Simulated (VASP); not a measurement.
Crystal: NaI.

```
Na I
1.0
     0.00000    3.22968    3.22968
     3.22968    0.00000    3.22968
     3.22968    3.22968    0.00000
Na I
1 1
Direct
  0.00000 0.00000 0.00000
  0.50000 0.50000 0.50000
```

Base run:

```yaml
Program: VASP 6.6.1
Functional: r2SCAN
Potentials_or_basis: VASP PAW PBE potentials, release 64 (Na_pv, I)
Cutoff: 520 eV
k_mesh: 8 × 8 × 8
Occupations: gaussian, width 0.01 eV
Spin: no spin polarisation
```

Its results: band gap on the k mesh 4.46 eV, direct; pressure -0.1 GPa.

Task: After a change of settings the same cell gave: band gap on the k mesh 3.36 eV, direct; pressure -1.5 GPa. Which change was it?
A. functional from r2SCAN to LDA; potentials or basis from VASP PAW PBE potentials, release 64 (Na_pv, I) to VASP PAW LDA potentials, release 64 (Na_pv, I)
B. functional from r2SCAN to PBE; occupations from gaussian, width 0.01 eV to fermi-dirac, width 0.02 eV
C. functional from r2SCAN to PBE; k mesh from 8 × 8 × 8 to 4 × 4 × 4

Result: A.

Caveats: spin-orbit coupling is left out, which moves the levels of the heavy elements; the PAW data sets were made with another functional, which shifts forces and pressure a little (some runs).
